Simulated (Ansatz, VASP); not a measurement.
## Two plane-wave programs on WSe2

Contents of INCAR:

```
SYSTEM = WSe2
ALGO     = Normal         ! electronic algorithm
EDIFF    = 1E-6           ! SCF threshold, eV
ENCUT    = 520            ! plane-wave cutoff, eV
GGA      = PE             ! functional
ISIF     = 2              ! what is computed and relaxed
ISMEAR   = 1              ! smearing method
LASPH    = .TRUE.         ! aspherical terms in the spheres
LCHARG   = .FALSE.        ! write CHGCAR
LREAL    = .FALSE.        ! projectors in reciprocal space
LWAVE    = .FALSE.        ! write WAVECAR
NBANDS   = 20             ! bands
NELM     = 60             ! most SCF steps
PREC     = Accurate       ! precision mode
SIGMA    = 0.05           ! smearing width, eV
```

KPOINTS

```
k-points
0
G
  12 12 2
  0 0 0
```

POSCAR

```
WSe2
1.0
    3.3179375931      0.0000000000      0.0000000000
   -1.6589687966      2.8734182438      0.0000000000
    0.0000000000      0.0000000000     16.6581424200
W Se
1 2
Direct
    0.0000000000      0.0000000000      0.0000000000
    0.3333333333      0.6666666667      0.0997865200
    0.3333333333      0.6666666667      0.9002134800
```

Input for Ansatz:

```yaml
crystal:
  lattice:
    - [3.3179375931, 0.0, 0.0]
    - [-1.6589687966, 2.8734182438, 0.0]
    - [0.0, 0.0, 16.65814242]
  atoms:
    - { symbol: W, position: [0.0, 0.0, 0.0] }
    - { symbol: Se, position: [0.3333333333, 0.6666666667, 0.09978652] }
    - { symbol: Se, position: [0.3333333333, 0.6666666667, 0.90021348] }
kpoints:
  mp_grid: { grid: [12, 12, 2] }
hamiltonian:
  xc: pbe
scf:
  occupations: { method: cold, width: 0.15 }
output:
  forces: true
  eigenvalues: true
  stress: true
```

Alike in both runs: task single point; functional PBE; k mesh 12 × 12 × 2; no spin polarisation.

|  | VASP | Ansatz |
| --- | --- | --- |
| version | VASP 6.6.1 | Ansatz 0.2.0 |
| potentials or method | VASP PAW PBE potentials, release 64 (W_sv, Se) | scalar-relativistic, plane waves, PAW |
| plane-wave cutoff (eV) | 520 | 420 |
| occupations | methfessel-paxton of order 1, width 0.05 eV | cold, width 0.15 eV |
| valence electrons in the cell | 26 | 46 |

|  | VASP | Ansatz | Ansatz less VASP |
| --- | --- | --- | --- |
| gap on the k mesh at the Fermi level (eV) | 1.52 | 1.53 | +0.003 |
| rms of the force components (eV/Å) | 0.160 | 0.138 | -0.0222 |

Atom by atom the forces differ by 0.022 eV/Å (rms over components). VASP's potentials hold 26 valence electrons a cell and Ansatz's 46, so a difference there can come from the potentials and not from the codes.

Neither program's run includes spin-orbit coupling.
